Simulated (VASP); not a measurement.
CuO: single point with PBEsol+U

The system is CuO.

```
Cu O
1.0
     2.34465   -1.71340    0.00000
     2.34465    1.71340    0.00000
    -0.86055    0.00000    5.05944
Cu O
2 2
Direct
  0.00320 0.49680 0.00000
  0.49680 0.00320 0.50000
  0.57140 0.40560 0.25370
  0.40560 0.57140 0.75370
```

```
Program                : VASP 6.6.1
Task                   : single point
Functional             : PBEsol
Potentials or basis    : VASP PAW PBE potentials, release 64 (Cu, O)
Cutoff                 : 520 eV
k mesh                 : 8 × 8 × 5
Occupations            : gaussian, width 0.05 eV
Spin                   : collinear spin
Starting moments       : [1.0, -1.0, 0.0, 0.0] μB
Hubbard terms          : Cu d U = 6.0 eV
Dipole correction      : no
Further INCAR settings : ALGO = Normal; EDIFF = 1e-06; NBANDS = 29
```

```json
{
  "Pressure": "-5.7 GPa",
  "Largest force": "0.700 eV/Å",
  "Band gap on the k mesh": "1.02 eV (least direct gap 1.29 eV)",
  "Net moment": "0.00 μB per cell",
  "Site moments": "Cu +0.62, -0.62; O -0.00, +0.00 μB",
  "Valence electrons inside the program's atomic spheres": "Cu 9.95; O 4.97"
}
```

Forces on the atoms (eV/Å):
```
Cu  -0.592  0.264  0.265
Cu  -0.592 -0.264  0.265
O    0.592  0.160 -0.265
O    0.592 -0.160 -0.265
```

Stress tensor (GPa, compression positive):
```
-6.36  0.00  0.30
 0.00 -4.49  0.00
 0.30  0.00 -6.37
```

Levels at points of the mesh, in eV from the valence-band top:
Spin up:
```csv
k point,band 13,band 14,band 15,band 16,band 17,band 18,band 19,band 20,band 21,band 22
"(0.00, 0.00, 0.00)",-2.99,-2.08,-1.91,-1.55,0.00,2.08,2.25,6.76,8.72,14.05
"(0.50, 0.00, 0.00)",-3.56,-2.60,-2.26,-1.41,-0.57,2.04,5.50,7.08,7.59,11.73
"(0.50, 0.50, 0.00)",-3.64,-2.84,-2.46,-1.90,-1.02,2.18,4.07,7.55,9.29,10.76
```
Spin down:
```csv
k point,band 13,band 14,band 15,band 16,band 17,band 18,band 19,band 20,band 21,band 22
"(0.00, 0.00, 0.00)",-2.99,-2.08,-1.91,-1.55,0.00,2.08,2.25,6.76,8.72,14.05
"(0.50, 0.00, 0.00)",-3.09,-2.90,-2.47,-1.45,-0.34,1.80,5.61,7.01,7.71,11.72
"(0.50, 0.50, 0.00)",-3.64,-2.84,-2.46,-1.90,-1.02,2.18,4.07,7.55,9.29,10.76
```

Eigenvalues of the final occupation matrices:
```tsv
site	spin	trace	eigenvalues
site 1 d	1	4.92	0.96 0.97 0.97 0.98 1.02
site 1 d	2	4.28	0.39 0.96 0.97 0.98 0.98
site 2 d	1	4.28	0.39 0.96 0.97 0.98 0.98
site 2 d	2	4.92	0.96 0.97 0.97 0.98 1.02
```

It took 5.3 min on 1 thread of Intel Xeon 8259CL (shared host), peak memory 0.29 GiB.

Caveat: the cell stands under tension; the PAW data sets were made with another functional, which shifts forces and pressure a little; an odd mesh through Γ misses points on the zone boundary, where band edges can lie.
